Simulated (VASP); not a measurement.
# GaMo (Pm-3m) in VASP: further runs

GaMo is run at these levels: PBE; tasks: single point.

All numbers are computed with VASP 6.6.1; they aren't measurements. Logs are shortened: lines on timing, memory, paths and dates and some standing lists are left out, and cuts for length are marked.

## (1) The cell of the first run

Symmetry: Pm-3m, No. 221, cubic system. Conventional cell: a = 3.118 Å, b = 3.118 Å, c = 3.118 Å, α = 90.00°, β = 90.00°, γ = 90.00°. Ga (site symmetry m-3m) has 8 Mo at 2.70 Å and 6 Ga at 3.12 Å within 3.6 Å. Mo (site symmetry m-3m) has 8 Ga at 2.70 Å and 6 Mo at 3.12 Å within 3.6 Å.

## (2) Single point, PBE

INCAR reads:

```
PREC = Accurate ; ENCUT = 520
EDIFF = 1E-7 ; ISMEAR = 0
SIGMA = 0.2 ; LREAL = False
LASPH = True ; NELM = 80
ALGO = Normal ; ISIF = 2
LWAVE = False ; LCHARG = False
GGA = PE ; NBANDS = 20
```

KPOINTS reads:

```
Automatic mesh
0
Gamma
  6 6 6
```

POSCAR reads:

```
GaMo
1.0
    3.1180246390      0.0000000000      0.0000000000
    0.0000000000      3.1180246390      0.0000000000
    0.0000000000      0.0000000000      3.1180246390
Ga Mo
1 1
Direct
    0.5000000000      0.5000000000      0.5000000000
    0.0000000000      0.0000000000      0.0000000000
```

Potentials or basis: VASP PAW PBE potentials, release 64 (Ga_d, Mo_sv).

On the command line:

```bash
> cat potpaw_PBE.64/Ga_d/POTCAR potpaw_PBE.64/Mo_sv/POTCAR > POTCAR
> mpirun -np 1 vasp_std > vasp.out
```

OUTCAR:

```text
PREC = Accurate
   ENCUT = 520
   EDIFF = 1E-7
   ISMEAR = 0
   LREAL = False
   LASPH = True
   NELM = 80
   ISIF = 2
   GGA = PE

 ion  position               nearest neighbor table
   1  0.500  0.500  0.500-   2 2.70   2 2.70   2 2.70   2 2.70   2 2.70   2 2.70   2 2.70   2 2.70

   2  0.000  0.000  0.000-   1 2.70   1 2.70   1 2.70   1 2.70   1 2.70   1 2.70   1 2.70   1 2.70

  LATTYP: Found a simple cubic cell.
 ALAT       =     3.1180246390

  Lattice vectors:

 A1 = (   3.1180246390,   0.0000000000,   0.0000000000)
 A2 = (   0.0000000000,   3.1180246390,   0.0000000000)
 A3 = (   0.0000000000,   0.0000000000,   3.1180246390)

Analysis of symmetry for initial positions (statically):
=====================================================================
 Subroutine PRICEL returns:
 Original cell was already a primitive cell.

 Routine SETGRP: Setting up the symmetry group for a
 simple cubic supercell.

 Subroutine GETGRP returns: Found 48 space group operations
 (whereof 48 operations were pure point group operations)
 out of a pool of 48 trial point group operations.

The static configuration has the point symmetry O_h .

Analysis of symmetry for dynamics (positions and initial velocities):
=====================================================================
 Subroutine PRICEL returns:
 Original cell was already a primitive cell.

 Routine SETGRP: Setting up the symmetry group for a
 simple cubic supercell.

 Subroutine GETGRP returns: Found 48 space group operations
 (whereof 48 operations were pure point group operations)
 out of a pool of 48 trial point group operations.

The dynamic configuration has the point symmetry O_h .

 Subroutine INISYM returns: Found 48 space group operations
 (whereof 48 operations are pure point group operations),
 and found     1 'primitive' translations

----------------------------------------------------------------------------------------

                                     Primitive cell

  volume of cell :      30.3137

  direct lattice vectors                    reciprocal lattice vectors
     3.118024639  0.000000000  0.000000000     0.320715875  0.000000000  0.000000000
     0.000000000  3.118024639  0.000000000     0.000000000  0.320715875  0.000000000
     0.000000000  0.000000000  3.118024639     0.000000000  0.000000000  0.320715875

  length of vectors
     3.118024639  3.118024639  3.118024639     0.320715875  0.320715875  0.320715875

  position of ions in fractional coordinates (direct lattice)
     0.500000000  0.500000000  0.500000000
     0.000000000  0.000000000  0.000000000

  ion indices of the primitive-cell ions
   primitive index   ion index
                 1           1
                 2           2

----------------------------------------------------------------------------------------

 KPOINTS: Automatic mesh

Automatic generation of k-mesh.
 Grid dimensions read from file:
 generate k-points for:    6    6    6

 Generating k-lattice:

  Cartesian coordinates                     Fractional coordinates (reciprocal lattice)
     0.053452646  0.000000000  0.000000000     0.166666667  0.000000000  0.000000000
     0.000000000  0.053452646  0.000000000     0.000000000  0.166666667  0.000000000
     0.000000000  0.000000000  0.053452646     0.000000000  0.000000000  0.166666667

  Length of vectors
     0.053452646  0.053452646  0.053452646

  Shift w.r.t. Gamma in fractional coordinates (k-lattice)
     0.000000000  0.000000000  0.000000000

 Subroutine IBZKPT returns following result:
 ===========================================

 Found     20 irreducible k-points:

 Following reciprocal coordinates:
            Coordinates               Weight
  0.000000  0.000000  0.000000      1.000000
  0.166667  0.000000  0.000000      6.000000
  0.333333  0.000000  0.000000      6.000000
  0.500000  0.000000  0.000000      3.000000
  0.166667  0.166667  0.000000     12.000000
  0.333333  0.166667  0.000000     24.000000
[... 12 lines left out ...]
  0.500000  0.500000  0.333333      6.000000
  0.500000  0.500000  0.500000      1.000000
   k-points           NKPTS =     20   k-points in BZ     NKDIM =     20   number of bands    NBANDS=     20
   number of dos      NEDOS =    301   number of ions     NIONS =      2
   total plane-waves  NPLWV =  13824
   dimension x,y,z NGX =    24 NGY =   24 NGZ =   24
   dimension x,y,z NGXF=    48 NGYF=   48 NGZF=   48
   ions per type =               1   1
   NGX,Y,Z   is equivalent  to a cutoff of  12.80, 12.80, 12.80 a.u.
   NGXF,Y,Z  is equivalent  to a cutoff of  25.59, 25.59, 25.59 a.u.
 SYSTEM =  unknown system
   PREC   = accura    normal or accurate (medium, high low for compatibility)
   ISTART =      0    job   : 0-new  1-cont  2-samecut
   ICHARG =      2    charge: 1-file 2-atom 10-const
   ISPIN  =      1    spin polarized calculation?
   LNONCOLLINEAR =      F non collinear calculations
   LSORBIT =      F    spin-orbit coupling
   LASPH  =      T    aspherical Exc in radial PAW
   ENCUT  =  520.0 eV  38.22 Ry    6.18 a.u.   5.80  5.80  5.80*2*pi/ulx,y,z
   NELM   =     80;   NELMIN=  2; NELMDL= -5     # of ELM steps
   EDIFF  = 0.1E-06   stopping-criterion for ELM
   LREAL  =      F    real-space projection
   EDIFFG = 0.1E-05   stopping-criterion for IOM
   NSW    =      0    number of steps for IOM
   IBRION =     -1    ionic relax: 0-MD 1-quasi-New 2-CG
   NFREE  =      0    steps in history (QN), initial steepest desc. (CG)
   ISIF   =      2    stress and relaxation
   ISYM   =      2    0-nonsym 1-usesym 2-fastsym
   POTIM  = 0.5000    time-step for ionic-motion
   TEBEG  =    0.0;   TEEND  =   0.0 temperature during run
   PSTRESS=    0.0 pullay stress
   NELECT =      27.0000    total number of electrons
   NUPDOWN=      -1.0000    fix difference up-down
   EMIN   =  10.00;   EMAX   =-10.00  energy-range for DOS
   EFERMI =   0.00;   METHOD = LEGACY
   ISMEAR =     0;   SIGMA  =   0.20  broadening in eV -4-tet -1-fermi 0-gaus
   EFERMI_NEDOS =   21; number of points for ismear=-14 and -15
   IALGO  =     38    algorithm
   IMIX   =      4    mixing-type and parameters
     AMIX     =   0.40;   BMIX     =  1.00
     AMIX_MAG =   1.60;   BMIX_MAG =  1.00
  volume/ion in A,a.u.               =      15.16       102.28
  Fermi-wavevector in a.u.,A,eV,Ry     =   1.575131  2.976565 33.756546  2.481036
  Thomas-Fermi vector in A             =   2.676161
   LORBIT       =      0    0 simple, 1 ext, 2 COOP (PROOUT), +10 PAW based schemes
   GGA     = PE    functional components
   LHFCALC =     F    Hartree Fock is set to
   AEXX    =    0.0000 exact exchange contribution
   IVDW    =     0    specifies the selected vdW correction
   LEPSILON=     F    determine dielectric tensor
   LRPA    =     F    only Hartree local field effects (RPA)
 non-spin polarized calculation
 Gauss-broadening in eV      SIGMA  =   0.20
  energy-cutoff  :      520.00
  volume of cell :       30.31
 maximum number of plane-waves:       840
 NGX is ok and might be reduce to    24
   NGX = 11   NGY = 11   NGZ = 11

 number of electron      26.9999983 magnetization

 Free energy of the ion-electron system (eV)
  ---------------------------------------------------
  ext. energy  EPLUGINS =         0.00000000
  ---------------------------------------------------
  free energy    TOTEN  =       -13.47317676 eV

  energy without entropy =      -13.43429864  energy(sigma->0) =      -13.45373770

 E-fermi :  10.1450     XC(G=0): -12.8839

 val. band max:       10.1317682667   @ k =   0.5000   0.1667   0.1667
 cond. band min:      10.2132641423   @ k =   0.5000   0.5000   0.3333
 fundamental gap:      0.0814958756
 Fermi energy:        10.1450226962

 k-point     1 :       0.0000    0.0000    0.0000
  band No.  band energies     occupation
      1     -50.6743      2.00000
      2     -24.6508      2.00000
      3     -24.6508      2.00000
      4     -24.6508      2.00000
      5      -4.6577      2.00000
      6      -4.6577      2.00000
[... 12 lines left out ...]
     19      21.3418      0.00000
     20      22.9393      0.00000

 k-point     2 :       0.1667    0.0000    0.0000
  band No.  band energies     occupation
      1     -50.6683      2.00000
      2     -24.7290      2.00000
      3     -24.6442      2.00000
      4     -24.6442      2.00000
      5      -4.6476      2.00000
      6      -4.6095      2.00000
[... 12 lines left out ...]
     19      21.3891      0.00000
     20      21.9991      0.00000

 k-point     3 :       0.3333    0.0000    0.0000
  band No.  band energies     occupation
      1     -50.6561      2.00000
      2     -24.8827      2.00000
      3     -24.6311      2.00000
      4     -24.6311      2.00000
      5      -4.6274      2.00000
      6      -4.5144      2.00000
[... 12 lines left out ...]
     19      19.4499      0.00000
     20      21.8137      0.00000

 k-point     4 :       0.5000    0.0000    0.0000
  band No.  band energies     occupation
      1     -50.6501      2.00000
      2     -24.9582      2.00000
      3     -24.6245      2.00000
      4     -24.6245      2.00000
      5      -4.6172      2.00000
      6      -4.5132      2.00000
[... 12 lines left out ...]
     19      21.1888      0.00000
     20      21.2430      0.00000

 k-point     5 :       0.1667    0.1667    0.0000
  band No.  band energies     occupation
      1     -50.6623      2.00000
      2     -24.7251      2.00000
      3     -24.7173      2.00000
      4     -24.6375      2.00000
      5      -4.6221      2.00000
      6      -4.5803      2.00000
[... 12 lines left out ...]
     19      21.1751      0.00000
     20      24.1698      0.00000

 k-point     6 :       0.3333    0.1667    0.0000
  band No.  band energies     occupation
      1     -50.6502      2.00000
      2     -24.8727      2.00000
      3     -24.7056      2.00000
      4     -24.6242      2.00000
      5      -4.6012      2.00000
      6      -4.5346      2.00000
[... 12 lines left out ...]
     19      19.9313      0.00000
     20      22.7846      0.00000

 k-point     7 :       0.5000    0.1667    0.0000
  band No.  band energies     occupation
      1     -50.6442      2.00000
      2     -24.9470      2.00000
      3     -24.6978      2.00000
      4     -24.6175      2.00000
      5      -4.5931      2.00000
      6      -4.5487      2.00000
[... 12 lines left out ...]
     19      20.2455      0.00000
     20      20.3885      0.00000
[... 185 lines left out ...]
 k-point    16 :       0.5000    0.5000    0.1667
  band No.  band energies     occupation
      1     -50.6207      2.00000
      2     -24.9045      2.00000
      3     -24.9045      2.00000
      4     -24.6679      2.00000
      5      -4.6281      2.00000
      6      -4.5614      2.00000
[... 12 lines left out ...]
     19      18.4258      0.00000
     20      21.9505      0.00000

 k-point    17 :       0.3333    0.3333    0.3333
  band No.  band energies     occupation
      1     -50.6209      2.00000
      2     -24.8304      2.00000
      3     -24.8237      2.00000
      4     -24.8237      2.00000
      5      -4.5887      2.00000
      6      -4.5556      2.00000
[... 12 lines left out ...]
     19      19.5997      0.00000
     20      20.8584      0.00000

 k-point    18 :       0.5000    0.3333    0.3333
  band No.  band energies     occupation
      1     -50.6151      2.00000
      2     -24.8963      2.00000
      3     -24.8188      2.00000
      4     -24.8154      2.00000
      5      -4.5977      2.00000
      6      -4.5612      2.00000
[... 12 lines left out ...]
     19      18.4545      0.00000
     20      19.2895      0.00000

 k-point    19 :       0.5000    0.5000    0.3333
  band No.  band energies     occupation
      1     -50.6093      2.00000
      2     -24.8869      2.00000
      3     -24.8869      2.00000
      4     -24.8087      2.00000
      5      -4.5902      2.00000
      6      -4.5690      2.00000
[... 12 lines left out ...]
     19      18.5587      0.00000
     20      20.0210      0.00000

 k-point    20 :       0.5000    0.5000    0.5000
  band No.  band energies     occupation
      1     -50.6036      2.00000
      2     -24.8780      2.00000
      3     -24.8780      2.00000
      4     -24.8780      2.00000
      5      -4.5726      2.00000
      6      -4.5726      2.00000
[... 12 lines left out ...]
     19      18.5768      0.00000
     20      18.5768      0.00000

------------------------ aborting loop because EDIFF is reached ----------------------------------------

  FORCE on cell =-STRESS in cart. coord.  units (eV):
  Direction    XX          YY          ZZ          XY          YZ          ZX
  --------------------------------------------------------------------------------------
  -------------------------------------------------------------------------------------
  Total        0.1981603      0.1981603      0.1981603     -0.0000000     -0.0000000     -0.0000000
  in kB       10.4734213     10.4734213     10.4734213     -0.0000000     -0.0000000     -0.0000000
  external PRESSURE =      10.4734213 kB  Pullay stress =       0.0000000 kB

 VOLUME and BASIS-vectors are now :
 -----------------------------------------------------------------------------
  energy-cutoff  :      520.00
  volume of cell :       30.31
      direct lattice vectors                 reciprocal lattice vectors
     3.118024639  0.000000000  0.000000000     0.320715875  0.000000000  0.000000000
     0.000000000  3.118024639  0.000000000     0.000000000  0.320715875  0.000000000
     0.000000000  0.000000000  3.118024639     0.000000000  0.000000000  0.320715875

 POSITION                                       TOTAL-FORCE (eV/Angst)
 -----------------------------------------------------------------------------------
      1.55901      1.55901      1.55901         0.000000      0.000000      0.000000
      0.00000      0.00000      0.00000         0.000000      0.000000      0.000000
 -----------------------------------------------------------------------------------
    total drift:                                0.000000      0.000000     -0.000000

  FREE ENERGIE OF THE ION-ELECTRON SYSTEM (eV)
  ---------------------------------------------------
  free  energy   TOTEN  =       -13.4731767608 eV

  energy  without entropy=      -13.4342986396  energy(sigma->0) =      -13.45373770
```

Run time: 8.9 s. Hardware: 1 thread of Intel Xeon Platinum 8375C at 2.90GHz (Ice Lake), shared host; peak memory 0.14 GiB.

Results:

```
Free energy : -13.4732 eV
Pressure    : 1.0 GPa
```

## (3) Single point, PBE

This run uses another cell than the first one, of 15.25 Å³/atom, 1.006 times its volume.

INCAR reads:

```
ALGO     = Normal         # electronic algorithm
EDIFF    = 1E-7           # SCF threshold, eV
ENCUT    = 520            # plane-wave cutoff, eV
GGA      = PE             # functional
ISIF     = 2              # what is computed and relaxed
ISMEAR   = 0              # smearing method
LASPH    = T              # aspherical terms in the spheres
LCHARG   = T              # write CHGCAR
LELF     = T              # ELF
LREAL    = F              # projectors in reciprocal space
LVHAR    = T            
LWAVE    = F              # write WAVECAR
NBANDS   = 20             # bands
NELM     = 60             # most SCF steps
PREC     = Accurate       # precision mode
SIGMA    = 0.2            # smearing width, eV
```

KPOINTS reads:

```
k-points
0
Gamma
  6 6 6
```

POSCAR reads:

```
GaMo
1.0
    3.1245065301      0.0000000000      0.0000000000
    0.0000000000      3.1245065301      0.0000000000
    0.0000000000      0.0000000000      3.1245065301
Ga Mo
1 1
Direct
    0.0000000000      0.0000000000      0.0000000000
    0.5000000000      0.5000000000      0.5000000000
```

Potentials or basis: VASP PAW PBE potentials, release 64 (Ga_d, Mo_sv).

On the command line:

```bash
> cat potpaw_PBE.64/Ga_d/POTCAR potpaw_PBE.64/Mo_sv/POTCAR > POTCAR
> mpirun -np 1 vasp_std > vasp.out
```

Run time: 11 s. Hardware: 1 thread of Intel Xeon Platinum 8375C at 2.90GHz (Ice Lake), shared host; peak memory 0.14 GiB.

It converged, with:

| Quantity | Value |
| --- | --- |
| Free energy | -13.4738 eV |
| Pressure | 0.0 GPa |

Levels at points of the mesh, in eV from the Fermi level:
| k point | band 12 | band 13 | band 14 | band 15 | band 16 | band 17 |
| --- | --- | --- | --- | --- | --- | --- |
| (0.00, 0.00, 0.00) | -2.76 | 1.29 | 1.29 | 1.29 | 4.48 | 4.48 |
| (0.50, 0.00, 0.00) | -2.27 | -1.21 | -1.21 | 1.39 | 3.10 | 8.54 |
| (0.50, 0.50, 0.00) | -1.95 | -1.95 | -0.05 | -0.05 | 2.65 | 4.85 |
| (0.50, 0.50, 0.50) | -4.65 | -1.62 | 2.76 | 2.76 | 4.99 | 4.99 |
